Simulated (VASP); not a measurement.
Crystal: Cu.

```
Cu
1.0
     1.55013    0.89497    2.87453
    -1.55013    0.89497    2.87453
     0.00000   -1.78994    2.87453
Cu
2
Direct
  0.22754 0.22754 0.22754
  0.77246 0.77246 0.77246
```

| Quantity | Value |
| --- | --- |
| Program | VASP 6.6.1 |
| Task | relaxation of cell and atoms |
| Functional | PBE |
| Potentials or basis | VASP PAW PBE potentials, release 64 (Cu) |
| Cutoff | 600 eV |
| k mesh | 6 × 6 × 6 |
| Occupations | gaussian, width 0.1 eV |
| Spin | no spin polarisation |

At the start: pressure 38.4 GPa; volume 11.96 Å³/atom.

How do energy, volume and symmetry change on relaxing?

Over 29 steps the energy falls by 985.8 meV/atom and the volume is 12.02 Å³/atom (+0.5 %); space group R-3m (No. 166, to 0.05 Å).

The path:
```csv
step,energy change (eV),largest force (eV/Å),pressure (GPa),volume (Å³)
1,0.0000,4.7591,38.41,23.93
2,-0.7321,0.1946,-13.40,35.29
3,-1.0671,0.6583,-5.16,29.82
4,-1.0679,0.7082,-4.68,29.66
5,-1.0679,0.7550,-4.20,29.51
6,-1.1601,0.3792,-1.88,28.32
7,-1.2008,0.2073,1.96,27.09
8,-1.3012,0.4741,0.63,27.05
9,-1.4610,0.9505,-1.49,26.81
10,-1.6606,1.8747,-1.12,25.72
11,-0.0923,3.1849,47.71,21.61
12,-1.5957,2.2877,1.33,25.53
13,-1.6238,2.1865,0.69,25.55
14,-1.6812,1.8765,-0.97,25.55
15,-1.6568,1.2825,-2.57,25.38
16,-1.6962,1.6957,-1.60,25.53
17,-1.6975,1.6416,-1.75,25.51
18,-1.7218,1.5823,-2.01,25.46
19,-1.7882,1.4045,-2.54,25.29
20,-1.8867,0.9925,-2.71,24.94
21,-1.8807,0.2815,1.94,24.15
22,-1.9207,0.5475,-1.44,24.59
23,-1.9214,0.4406,-1.10,24.53
24,-1.9404,0.3224,-1.04,24.42
25,-1.9695,0.0058,-0.29,24.11
26,-1.9710,0.0741,0.12,24.02
27,-1.9710,0.0833,0.12,24.01
28,-1.9714,0.0499,0.03,24.02
29,-1.9716,0.0151,-0.09,24.04
```

Final structure:
```cif
data_structure
_symmetry_space_group_name_H-M 'P 1'
_symmetry_Int_Tables_number 1
_cell_length_a 4.3824
_cell_length_b 4.3824
_cell_length_c 4.3824
_cell_angle_alpha 34.459
_cell_angle_beta 34.459
_cell_angle_gamma 34.459
_cell_volume 24.04
loop_
_atom_site_label
_atom_site_type_symbol
_atom_site_fract_x
_atom_site_fract_y
_atom_site_fract_z
_atom_site_occupancy
Cu1 Cu 0.24992 0.24992 0.24992 1
Cu2 Cu 0.75008 0.75008 0.75008 1
```

Caveat: the k points lie up to 0.47 Å⁻¹ apart in the final cell.
